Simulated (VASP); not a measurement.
Here is a VASP 6.6.1 calculation.

The input INCAR:

```
PREC = Accurate
ENCUT = 520
EDIFF = 1E-6
ISMEAR = 0
SIGMA = 0.05
LREAL = False
LASPH = True
NELM = 60
ALGO = Normal
ISIF = 2
LWAVE = False
LCHARG = True
GGA = CA
LELF = True
LVHAR = True
NBANDS = 16
```

KPOINTS

```
regular mesh
0
Gamma
  8 8 6
```

POSCAR

```
AlN
1.0
    0.0000000000     -2.0221659415     -2.0221659415
    0.0000000000      2.0221659415     -2.0221659415
    4.0443318830      0.0000000000      0.0000000000
Al N
2 2
Direct
    0.5223383448      0.4776616552      0.0000000000
   -0.0223383448      0.0223383448      0.5000000000
    0.4908511594      0.5091488406      0.5000000000
    0.0091488406      0.9908511594      0.0000000000
```

Potentials or basis: VASP PAW LDA potentials, release 64 (Al, N).

Launch:

```console
$ cat potpaw_LDA.64/Al/POTCAR potpaw_LDA.64/N/POTCAR > POTCAR
$ mpirun -np 1 vasp_std > vasp.out
```

Q: Predict the band gap on the k mesh.

A: 4.40 eV, indirect (least direct gap 4.46 eV).

Q: Estimate the pressure.

A: -5.3 GPa.

Q: What does it give for the largest force?

A: 0.955 eV/Å.

Stress tensor (GPa, compression positive):
```
-4.94  0.00  0.00
 0.00 -4.40  0.00
 0.00  0.00 -6.50
```

A k mesh can miss the band edges. LDA gaps usually lie below the measured ones, often by a third to a half.
